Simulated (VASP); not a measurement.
# LiZn2P2 in VASP: a series of runs

The runs below take LiZn2P2 through single point, with PBE, r2SCAN.

Program: VASP 6.6.1. These are calculated values, not measurements. Logs are shortened: lines on timing, memory, paths and dates and some standing lists are left out, and cuts for length are marked.

## Step 1: The cell of the first run

The typed cell holds 5 atoms: a = 3.860 Å, b = 3.860 Å, c = 6.451 Å, α = 90.00°, β = 90.00°, γ = 60.00°.

## Step 2: Single point, PBE

Input file INCAR:

```
SYSTEM = LiZn2P2
  PREC = Accurate
  ENCUT = 520
  EDIFF = 1E-6
  ISMEAR = -1
  SIGMA = 0.0816
  LREAL = .FALSE.
  LASPH = .TRUE.
  NELM = 60
  ALGO = Normal
  ISIF = 2
  LWAVE = .FALSE.
  LCHARG = .FALSE.
  GGA = PE
  NBANDS = 26
```

Input file KPOINTS:

```
regular mesh
0
G
  5 5 3
  0 0 0
```

Input file POSCAR:

```
LiZn2P2
1.0
    1.9297580000      3.3424370000      0.0000000000
   -1.9297580000      3.3424370000      0.0000000000
    0.0000000000      0.0000000000      6.4507020000
Zn P Li
2 2 1
Direct
    0.3333000000      0.3334000000      0.6340000000
    0.6667000000      0.6666000000      0.3660000000
    0.3333000000      0.3334000000      0.2589000000
    0.6667000000      0.6666000000      0.7411000000
    0.0000000000      0.0000000000      0.0000000000
```

Potentials or basis: VASP PAW PBE potentials, release 64 (Zn, P, Li_sv).

Command:

```console
> cat potpaw_PBE.64/Zn/POTCAR potpaw_PBE.64/P/POTCAR potpaw_PBE.64/Li_sv/POTCAR > POTCAR
> mpirun -np 1 vasp_std > vasp.out
```

OUTCAR:

```text
SYSTEM = LiZn2P2
   PREC = Accurate
   ENCUT = 520
   EDIFF = 1E-6
   ISMEAR = -1
   LREAL = .FALSE.
   LASPH = .TRUE.
   NELM = 60
   ISIF = 2
   GGA = PE

 ion  position               nearest neighbor table
   1  0.333  0.333  0.634-   4 2.33   4 2.33   4 2.33   3 2.42   2 2.82   2 2.82   2 2.82
   2  0.667  0.667  0.366-   3 2.33   3 2.33   3 2.33   4 2.42   1 2.82   1 2.82   1 2.82
   3  0.333  0.333  0.259-   2 2.33   2 2.33   2 2.33   1 2.42
   4  0.667  0.667  0.741-   1 2.33   1 2.33   1 2.33   2 2.42
   5  0.000  0.000  0.000-

  LATTYP: Found a hexagonal cell.
 ALAT       =     3.8595143525
 C/A-ratio  =     1.6713766062

  Lattice vectors:

 A1 = (   1.9297580000,  -3.3424370000,   0.0000000000)
 A2 = (   1.9297580000,   3.3424370000,   0.0000000000)
 A3 = (   0.0000000000,   0.0000000000,   6.4507020000)

Analysis of symmetry for initial positions (statically):
=====================================================================
 Subroutine PRICEL returns:
 Original cell was already a primitive cell.

 Routine SETGRP: Setting up the symmetry group for a
 hexagonal supercell.

 Subroutine GETGRP returns: Found  4 space group operations
 (whereof  4 operations were pure point group operations)
 out of a pool of 24 trial point group operations.

The static configuration has the point symmetry C_2h.

Analysis of symmetry for dynamics (positions and initial velocities):
=====================================================================
 Subroutine PRICEL returns:
 Original cell was already a primitive cell.

 Routine SETGRP: Setting up the symmetry group for a
 hexagonal supercell.

 Subroutine GETGRP returns: Found  4 space group operations
 (whereof  4 operations were pure point group operations)
 out of a pool of 24 trial point group operations.

The dynamic configuration has the point symmetry C_2h.

 Subroutine INISYM returns: Found  4 space group operations
 (whereof  4 operations are pure point group operations),
 and found     1 'primitive' translations

----------------------------------------------------------------------------------------

                                     Primitive cell

  volume of cell :      83.2153

  direct lattice vectors                    reciprocal lattice vectors
     1.929758000  3.342437000  0.000000000     0.259099846  0.149591451  0.000000000
    -1.929758000  3.342437000  0.000000000    -0.259099846  0.149591451  0.000000000
     0.000000000  0.000000000  6.450702000     0.000000000  0.000000000  0.155021888

  length of vectors
     3.859514353  3.859514353  6.450702000     0.299182774  0.299182774  0.155021888

  position of ions in fractional coordinates (direct lattice)
     0.333300000  0.333400000  0.634000000
     0.666700000  0.666600000  0.366000000
     0.333300000  0.333400000  0.258900000
     0.666700000  0.666600000  0.741100000
     0.000000000  0.000000000  0.000000000

  ion indices of the primitive-cell ions
   primitive index   ion index
                 1           1
                 2           2
                 3           3
                 4           4
                 5           5

----------------------------------------------------------------------------------------

 KPOINTS: regular mesh

Automatic generation of k-mesh.
 Grid dimensions read from file:
 generate k-points for:    5    5    3

 Generating k-lattice:

  Cartesian coordinates                     Fractional coordinates (reciprocal lattice)
     0.051819969  0.029918290  0.000000000     0.200000000  0.000000000  0.000000000
    -0.051819969  0.029918290  0.000000000     0.000000000  0.200000000  0.000000000
     0.000000000  0.000000000  0.051673963     0.000000000  0.000000000  0.333333333

  Length of vectors
     0.059836555  0.059836555  0.051673963

  Shift w.r.t. Gamma in fractional coordinates (k-lattice)
     0.000000000  0.000000000  0.000000000

 Subroutine IBZKPT returns following result:
 ===========================================

 Found     24 irreducible k-points:

 Following reciprocal coordinates:
            Coordinates               Weight
  0.000000  0.000000  0.000000      1.000000
  0.200000 -0.000000  0.000000      4.000000
 -0.000000  0.200000  0.000000      2.000000
  0.400000 -0.000000  0.000000      4.000000
 -0.000000  0.400000  0.000000      2.000000
  0.400000  0.200000  0.000000      2.000000
[... 16 lines left out ...]
 -0.200000  0.400000  0.333333      4.000000
  0.400000 -0.200000  0.333333      4.000000
   k-points           NKPTS =     24   k-points in BZ     NKDIM =     24   number of bands    NBANDS=     26
   number of dos      NEDOS =    301   number of ions     NIONS =      5
   total plane-waves  NPLWV =  43200
   dimension x,y,z NGX =    30 NGY =   30 NGZ =   48
   dimension x,y,z NGXF=    60 NGYF=   60 NGZF=   96
   ions per type =               2   2   1
   NGX,Y,Z   is equivalent  to a cutoff of  12.92, 12.92, 12.37 a.u.
   NGXF,Y,Z  is equivalent  to a cutoff of  25.84, 25.84, 24.74 a.u.
 SYSTEM =  LiZn2P2
   PREC   = accura    normal or accurate (medium, high low for compatibility)
   ISTART =      0    job   : 0-new  1-cont  2-samecut
   ICHARG =      2    charge: 1-file 2-atom 10-const
   ISPIN  =      1    spin polarized calculation?
   LNONCOLLINEAR =      F non collinear calculations
   LSORBIT =      F    spin-orbit coupling
   LASPH  =      T    aspherical Exc in radial PAW
   ENCUT  =  520.0 eV  38.22 Ry    6.18 a.u.   7.18  7.18 11.99*2*pi/ulx,y,z
   NELM   =     60;   NELMIN=  2; NELMDL= -5     # of ELM steps
   EDIFF  = 0.1E-05   stopping-criterion for ELM
   LREAL  =      F    real-space projection
   EDIFFG = 0.1E-04   stopping-criterion for IOM
   NSW    =      0    number of steps for IOM
   IBRION =     -1    ionic relax: 0-MD 1-quasi-New 2-CG
   NFREE  =      0    steps in history (QN), initial steepest desc. (CG)
   ISIF   =      2    stress and relaxation
   ISYM   =      2    0-nonsym 1-usesym 2-fastsym
   POTIM  = 0.5000    time-step for ionic-motion
   TEBEG  =    0.0;   TEEND  =   0.0 temperature during run
   PSTRESS=    0.0 pullay stress
   NELECT =      37.0000    total number of electrons
   NUPDOWN=      -1.0000    fix difference up-down
   EMIN   =  10.00;   EMAX   =-10.00  energy-range for DOS
   EFERMI =   0.00;   METHOD = LEGACY
   ISMEAR =    -1;   SIGMA  =   0.08  broadening in eV -4-tet -1-fermi 0-gaus
   EFERMI_NEDOS =   21; number of points for ismear=-14 and -15
   IALGO  =     38    algorithm
   IMIX   =      4    mixing-type and parameters
     AMIX     =   0.40;   BMIX     =  1.00
     AMIX_MAG =   1.60;   BMIX_MAG =  1.00
  volume/ion in A,a.u.               =      16.64       112.31
  Fermi-wavevector in a.u.,A,eV,Ry     =   1.249514  2.361239 21.242568  1.561285
  Thomas-Fermi vector in A             =   2.383551
   LORBIT       =      0    0 simple, 1 ext, 2 COOP (PROOUT), +10 PAW based schemes
   GGA     = PE    functional components
   LHFCALC =     F    Hartree Fock is set to
   AEXX    =    0.0000 exact exchange contribution
   IVDW    =     0    specifies the selected vdW correction
   LEPSILON=     F    determine dielectric tensor
   LRPA    =     F    only Hartree local field effects (RPA)
 non-spin polarized calculation
  energy-cutoff  :      520.00
  volume of cell :       83.22
 maximum number of plane-waves:      2248
 NGX is ok and might be reduce to    30
   NGX = 15   NGY = 15   NGZ = 23

 number of electron      37.0000025 magnetization

 Free energy of the ion-electron system (eV)
  ---------------------------------------------------
  ext. energy  EPLUGINS =         0.00000000
  ---------------------------------------------------
  free energy    TOTEN  =       -16.19126069 eV

  energy without entropy =      -16.14625515  energy(sigma->0) =      -16.16875792

 E-fermi :   3.3507     XC(G=0):  -9.9903

 val. band max:        3.2749015257   @ k =   0.4000  -0.0000   0.0000
 cond. band min:       3.5785313953   @ k =   0.0000  -0.2000   0.3333
 fundamental gap:      0.3036298695
 Fermi energy:         3.3507245838

 k-point     1 :       0.0000    0.0000    0.0000
  band No.  band energies     occupation
      1     -42.4762      2.00000
      2      -8.5265      2.00000
      3      -7.0852      2.00000
      4      -3.9058      2.00000
      5      -3.9055      2.00000
      6      -3.8107      2.00000
[... 18 lines left out ...]
     25       9.2686      0.00000
     26       9.2705      0.00000

 k-point     2 :       0.2000   -0.0000    0.0000
  band No.  band energies     occupation
      1     -42.4760      2.00000
      2      -8.1589      2.00000
      3      -6.8665      2.00000
      4      -3.9232      2.00000
      5      -3.8290      2.00000
      6      -3.8079      2.00000
[... 18 lines left out ...]
     25       9.6181      0.00000
     26      10.0640      0.00000

 k-point     3 :      -0.0000    0.2000    0.0000
  band No.  band energies     occupation
      1     -42.4760      2.00000
      2      -8.1590      2.00000
      3      -6.8666      2.00000
      4      -3.9229      2.00000
      5      -3.8292      2.00000
      6      -3.8078      2.00000
[... 18 lines left out ...]
     25       9.6177      0.00000
     26      10.0646      0.00000

 k-point     4 :       0.4000   -0.0000    0.0000
  band No.  band energies     occupation
      1     -42.4756      2.00000
      2      -7.3297      2.00000
      3      -6.5643      2.00000
      4      -3.8285      2.00000
      5      -3.7086      2.00000
      6      -3.6713      2.00000
[... 18 lines left out ...]
     25      10.7020      0.00000
     26      11.9177      0.00000
[... 496 lines left out ...]
      1     -42.4755      2.00000
      2      -6.8660      2.00000
      3      -6.6064      2.00000
      4      -3.7442      2.00000
      5      -3.7198      2.00000
      6      -3.6677      2.00000
[... 18 lines left out ...]
     25      10.9197      0.00000
     26      12.1477      0.00000

 k-point    23 :      -0.2000    0.4000    0.3333
  band No.  band energies     occupation
      1     -42.4755      2.00000
      2      -6.8666      2.00000
      3      -6.6063      2.00000
      4      -3.7441      2.00000
      5      -3.7196      2.00000
      6      -3.6679      2.00000
[... 18 lines left out ...]
     25      10.9191      0.00000
     26      12.1472      0.00000

 k-point    24 :       0.4000   -0.2000    0.3333
  band No.  band energies     occupation
      1     -42.4755      2.00000
      2      -6.8660      2.00000
      3      -6.6064      2.00000
      4      -3.7442      2.00000
      5      -3.7198      2.00000
      6      -3.6677      2.00000
[... 18 lines left out ...]
     25      10.9190      0.00000
     26      12.1472      0.00000

------------------------ aborting loop because EDIFF is reached ----------------------------------------

  FORCE on cell =-STRESS in cart. coord.  units (eV):
  Direction    XX          YY          ZZ          XY          YZ          ZX
  --------------------------------------------------------------------------------------
  -------------------------------------------------------------------------------------
  Total        2.5974038      2.6052207      3.4509743      0.0067722      0.0020344     -0.0035238
  in kB       50.0088655     50.1593673     66.4430036      0.1303878      0.0391701     -0.0678455
  external PRESSURE =      55.5370788 kB  Pullay stress =       0.0000000 kB

 VOLUME and BASIS-vectors are now :
 -----------------------------------------------------------------------------
  energy-cutoff  :      520.00
  volume of cell :       83.22
      direct lattice vectors                 reciprocal lattice vectors
     1.929758000  3.342437000  0.000000000     0.259099846  0.149591451  0.000000000
    -1.929758000  3.342437000  0.000000000    -0.259099846  0.149591451  0.000000000
     0.000000000  0.000000000  6.450702000     0.000000000  0.000000000  0.155021888

 POSITION                                       TOTAL-FORCE (eV/Angst)
 -----------------------------------------------------------------------------------
     -0.00019      2.22840      4.08975         0.002851     -0.001646      0.113544
      0.00019      4.45647      2.36096        -0.002851      0.001646     -0.113544
     -0.00019      2.22840      1.67009         0.002923     -0.001687     -0.984814
      0.00019      4.45647      4.78062        -0.002923      0.001687      0.984814
      0.00000      0.00000      0.00000         0.000000      0.000000      0.000000
 -----------------------------------------------------------------------------------
    total drift:                               -0.000000      0.000000      0.000000

  FREE ENERGIE OF THE ION-ELECTRON SYSTEM (eV)
  ---------------------------------------------------
  free  energy   TOTEN  =       -16.1912606851 eV

  energy  without entropy=      -16.1462551533  energy(sigma->0) =      -16.16875792
```

It took 74 s on 1 thread of Intel Xeon 8259CL, shared host; peak memory 0.22 GiB.

Results:

```yaml
Free_energy: -16.1913 eV
Largest_force: 0.985 eV/Å
```

Forces in eV/Å, atoms in the order of the input:
```
Zn   0.003 -0.002  0.114
Zn  -0.003  0.002 -0.114
P    0.003 -0.002 -0.985
P   -0.003  0.002  0.985
Li   0.000  0.000  0.000
```

Caveat: the k points lie up to 0.38 Å⁻¹ apart; the cutoff is under 1.25 times the usual one of these potentials, so pressure, stress and relaxed cells hold a basis-set (Pulay) error.

## Step 3: Single point, r2SCAN

POSCAR is that of step 2.

Input file INCAR.step1:

```
ALGO = Normal ; EDIFF = 1E-4
ENCUT = 520 ; GGA = PE
ISMEAR = -1 ; LASPH = True
LCHARG = False ; LREAL = False
LWAVE = True ; NBANDS = 26
NELM = 80 ; PREC = Accurate
SIGMA = 0.0816
```

Input file INCAR.step2:

```
ALGO = Normal ; EDIFF = 1E-7
ENCUT = 520 ; ISIF = 2
ISMEAR = -1 ; ISTART = 1
LASPH = True ; LCHARG = False
LMIXTAU = True ; LREAL = False
LWAVE = False ; METAGGA = R2SCAN
NBANDS = 26 ; NELM = 80
PREC = Accurate ; SIGMA = 0.0816
```

Input file KPOINTS:

```
k-points
0
Gamma
  5 5 3
```

Potentials or basis: VASP PAW PBE potentials, release 64 (Zn, P, Li_sv).

Command:

```console
> cat potpaw_PBE.64/Zn/POTCAR potpaw_PBE.64/P/POTCAR potpaw_PBE.64/Li_sv/POTCAR > POTCAR
> cp INCAR.step1 INCAR
> mpirun -np 1 vasp_std > vasp.out
> cp INCAR.step2 INCAR
> mpirun -np 1 vasp_std > vasp.out
```

Wall time 5.9 min (1 thread of Intel Xeon 8259CL, shared host); peak memory 0.23 GiB.

The run converged. Its results:

```yaml
Free_energy: -39.9028 eV
Largest_force: 0.746 eV/Å
```

Forces in eV/Å, atoms in the order of the input:
```
Zn   0.003 -0.002  0.081
Zn  -0.003  0.002 -0.081
P    0.003 -0.002 -0.746
P   -0.003  0.002  0.746
Li   0.000  0.000  0.000
```

Levels at points of the mesh, in eV from the Fermi level:
| k point | band 16 | band 17 | band 18 | band 19 | band 20 | band 21 | band 22 | band 23 |
| --- | --- | --- | --- | --- | --- | --- | --- | --- |
| (0.00, 0.00, 0.00) | -0.20 | 0.92 | 1.01 | 1.01 | 2.93 | 4.29 | 5.46 | 5.46 |

Caveat: the k points lie up to 0.38 Å⁻¹ apart; the cutoff is under 1.25 times the usual one of these potentials, so pressure, stress and relaxed cells hold a basis-set (Pulay) error; the PAW data sets were made with another functional, which shifts forces and pressure a little.
